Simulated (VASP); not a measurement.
Set up this calculation in VASP 6.6.1, as the native input.

```yaml
Task: single point
Functional: PBE
Dispersion: D3(BJ)
Potentials_or_basis: VASP PAW PBE potentials, release 64 (Si)
Cutoff: 520 eV
k_mesh: 13 × 13 × 13
Occupations: gaussian, width 0.05 eV
Spin: no spin polarisation
Dipole_correction: no
Further_INCAR_settings: ALGO = Normal; EDIFF = 1e-06; NBANDS = 8
```

The structure of Si lies in POSCAR:

```
Si
1.0
   -1.6488737171      1.7232180488      1.3792450192
    1.6495200130     -1.5719050989      1.1879442967
    1.6482431268      1.5725780968     -1.1888486336
Si
1
Direct
    0.0055650000     -0.0036480000     -0.0086830000
```

This cell differs from its parent crystal: the cell strained at random.

The input as run:

INCAR

```
SYSTEM = Si
ALGO = Normal
EDIFF = 1E-6
ENCUT = 520
GGA = PE
ISIF = 2
ISMEAR = 0
IVDW = 12
LASPH = .True.
LCHARG = .True.
LELF = .True.
LREAL = .False.
LVHAR = .True.
LWAVE = .False.
NBANDS = 8
NELM = 80
PREC = Accurate
SIGMA = 0.05
```

KPOINTS

```
k-points
0
Gamma
  13 13 13
  0 0 0
```

Potentials or basis: VASP PAW PBE potentials, release 64 (Si).

Run with:

```bash
$ cat potpaw_PBE.64/Si/POTCAR > POTCAR
$ mpirun -np 1 vasp_std > vasp.out
```

It gave:

| Item | Value |
| --- | --- |
| Pressure | -0.1 GPa |
| Band gap on the k mesh | zero (band 2 reaches 19.64 eV, above the bottom of band 3 at 7.22 eV) |
| Dispersion energy per atom | -0.447 eV |

Caveat: the cell differs from its parent crystal (the cell strained at random); pairwise dispersion overbinds metals, which lowers pressure and volume.

Wall time 26 s on 1 thread of Intel(R) Xeon(R) Platinum 8488C (Sapphire Rapids), on a shared host, peak memory 0.17 GiB.
